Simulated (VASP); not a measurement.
Write the native input for VASP 6.6.1 that does the following.

| Property | Result |
| --- | --- |
| Task | single point |
| Functional | PBE |
| Potentials or basis | VASP PAW PBE potentials, release 64 (Ta_pv, Si) |
| Cutoff | 520 eV |
| k mesh | 14 × 14 × 14 |
| Occupations | fermi-dirac, width 0.05 eV |
| Spin | no spin polarisation |
| Dipole correction | no |
| k mesh for the DOS | 21 × 21 × 21 |
| Occupations for the DOS | tetrahedron |
| Further INCAR settings | ALGO = Normal; EDIFF = 1e-06 |

TaSi (rocksalt type):

```
Ta Si
1.0
     0.00000    2.57492    2.57492
     2.57492    0.00000    2.57492
     2.57492    2.57492    0.00000
Ta Si
1 1
Cartesian
  0.0000 0.0000 0.0000
  2.5749 2.5749 2.5749
```

The input as run:

POSCAR

```
TaSi
1.0
    0.0000000000      2.5749161077      2.5749161077
    2.5749161077      0.0000000000      2.5749161077
    2.5749161077      2.5749161077      0.0000000000
Ta Si
1 1
Direct
    0.0000000000      0.0000000000      0.0000000000
    0.5000000000      0.5000000000      0.5000000000
```

INCAR.step1

```
ALGO = Normal ; EDIFF = 1E-6
ENCUT = 520 ; GGA = PE
ISIF = 2 ; ISMEAR = -1
LASPH = True ; LCHARG = True
LMAXMIX = 4 ; LREAL = False
LWAVE = False ; NBANDS = 14
NELM = 80 ; PREC = Accurate
SIGMA = 0.05
```

KPOINTS.step1

```
k-points
0
Gamma
  14 14 14
```

INCAR.step2

```
ALGO = Normal ; EDIFF = 1E-6
ENCUT = 520 ; GGA = PE
ICHARG = 11 ; ISIF = 2
ISMEAR = -5 ; LASPH = True
LCHARG = False ; LMAXMIX = 4
LORBIT = 10 ; LREAL = False
LWAVE = False ; NEDOS = 1001
NELM = 80 ; PREC = Accurate
SIGMA = 0.05
```

KPOINTS.step2

```
k-points
0
Gamma
  21 21 21
```

Potentials or basis: VASP PAW PBE potentials, release 64 (Ta_pv, Si).

Run with:

```bash
$ cat potpaw_PBE.64/Ta_pv/POTCAR potpaw_PBE.64/Si/POTCAR > POTCAR
$ cp INCAR.step1 INCAR
$ cp KPOINTS.step1 KPOINTS
$ mpirun -np 1 vasp_std > vasp.out
$ cp INCAR.step2 INCAR
$ cp KPOINTS.step2 KPOINTS
$ mpirun -np 1 vasp_std > vasp.out
```

It gave:

| Property | Result |
| --- | --- |
| Valence electrons inside the program's atomic spheres | Ta 8.84; Si 1.78 |

It took 39 s on 1 thread of Intel(R) Xeon(R) 6975P-C (Granite Rapids), with other jobs on the host, peak memory 0.25 GiB.
